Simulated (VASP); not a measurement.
Crystal: Mg5Te.

```xyz
6
Lattice="5.2433 0.0000 0.0000 -2.6216 4.5408 0.0000 0.0000 0.0000 5.7065" Properties=species:S:1:pos:R:3 pbc="T T T"
Mg    0.0000    3.0272    0.0000
Mg    2.6216    1.5136    0.0000
Mg    0.0000    3.0272    2.8532
Mg    2.6216    1.5136    2.8532
Mg    0.0000    0.0000    2.8532
Te    0.0000    0.0000    0.0000
```

The cell was built from a structure type or drawn by symmetry, and may not be a known phase.

```yaml
Program: VASP 6.6.1
Task: relaxation of cell and atoms
Functional: PBE
Potentials_or_basis: VASP PAW PBE potentials, release 64 (Mg, Te)
Cutoff: 600 eV
k_mesh: 6 × 6 × 4
Occupations: gaussian, width 0.1 eV
Spin: no spin polarisation
```

At the start: pressure 6.2 GPa; volume 22.64 Å³/atom.

Question: Where does the relaxation end?

Answer: Over 8 steps the energy falls by 79.0 meV/atom and the volume is 26.67 Å³/atom (+17.8 %); space group P6/mmm (No. 191, to 0.1 Å) before and after.

The path:
```
step  energy change (eV)  largest force (eV/Å)  pressure (GPa)  volume (Å³)
   1              0.0000                0.0000            6.23       135.86
   2             -0.4303                0.0000            1.01       153.87
   3             -0.4535                0.0000           -0.52       162.06
   4             -0.4551                0.0000           -0.28       160.57
   5             -0.4551                0.0000           -0.19       160.05
   6             -0.4670                0.0000            0.00       159.44
   7             -0.4723                0.0000            0.30       158.66
   8             -0.4742                0.0000            0.08       160.03
```

Final structure:
```
Mg Te
1.0
     5.40357    0.00000    0.00000
    -2.70178    4.67963    0.00000
     0.00000    0.00000    6.32857
Mg Te
5 1
Direct
  0.33333 0.66667 0.00000
  0.66667 0.33333 0.00000
  0.33333 0.66667 0.50000
  0.66667 0.33333 0.50000
  0.00000 0.00000 0.50000
  0.00000 0.00000 0.00000
```

Caveat: the volume moved by over 15 % at a fixed basis, so the end points are rough.
